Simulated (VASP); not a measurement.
Runs of VASP 6.6.1 on LiCl. The structure is that of space group Fm-3m (No. 225), or close to it. The cells are those of the table. 

```csv
task,level,potentials or basis,cell,k mesh,cutoff (eV),smearing,dipole correction,grid for exact exchange (PRECFOCK),share of exact exchange,tolerance level,purpose,gap on the mesh (eV),pressure (GPa)
single point,PBE,"VASP PAW PBE potentials, release 64 (Cl, Li_sv)","a = 3.627 Å, angles 60.0°, 2 atoms",8 × 8 × 8,750,fermi-dirac 0.02 eV,no,-,-,-,-,6.33,(c)
relaxation of cell and atoms,BLYP+D4,"VASP PAW PBE potentials, release 64 (Cl, Li_sv)","relaxed from a = 3.627 Å, angles 60.0°, 2 atoms",9 × 9 × 9,600,fermi-dirac 0.05 eV,no,-,-,-,-,6.61,0.0
single point,PBE0,"VASP PAW PBE potentials, release 64 (Cl, Li_sv)","a = 3.627 Å, angles 60.0°, 2 atoms",5 × 5 × 5,520,fermi-dirac 0.05 eV,no,Normal,0.25,-,-,8.47,-
single point,LDA,"VASP PAW LDA potentials, release 64 (Cl, Li_sv)","a = 3.627 Å, angles 60.0°, 2 atoms",9 × 9 × 9,520,fermi-dirac 0.01 eV,no,-,-,-,-,6.00,-
single point,PBE,"VASP PAW PBE potentials, release 64 (Cl, Li_sv)","a = 3.627 Å, angles 60.0°, 2 atoms",12 × 12 × 12,580,tetrahedron 0.03 eV,-,-,-,tight,density of states,(a),-
single point,PBEsol,"VASP PAW PBE potentials, release 64 (Cl, Li_sv)","a = 3.157 Å, angles 60.0°, 2 atoms",9 × 9 × 9,750,fermi-dirac 0.05 eV,no,-,-,-,-,(b),30.2
single point,LDA,"VASP PAW LDA potentials, release 64 (Cl, Li_sv)","a = 3.627 Å, angles 60.0°, 2 atoms",9 × 9 × 9,520,fermi-dirac 0.025 eV,no,-,-,-,-,6.00,-
single point,PBEsol,"VASP PAW PBE potentials, release 64 (Cl, Li_sv)","a = 3.241 Å, angles 60.0°, 2 atoms",9 × 9 × 9,750,fermi-dirac 0.05 eV,no,-,-,-,-,6.89,20.1
```

Alike in all rows: no spin polarisation.

Q: Estimate the missing entries.

A: (a) 6.34; (b) 6.93; (c) 0.3.

Caveats: some runs use coarse meshes; the cutoff is under 1.25 times the usual one of these potentials, so pressure, stress and relaxed cells hold a basis-set (Pulay) error (at least some runs); an odd mesh through Γ misses points on the zone boundary, where band edges can lie (at least some runs); the PAW data sets were made with another functional, which shifts forces and pressure a little (at least some runs); the cell stands under pressure (at least some runs).
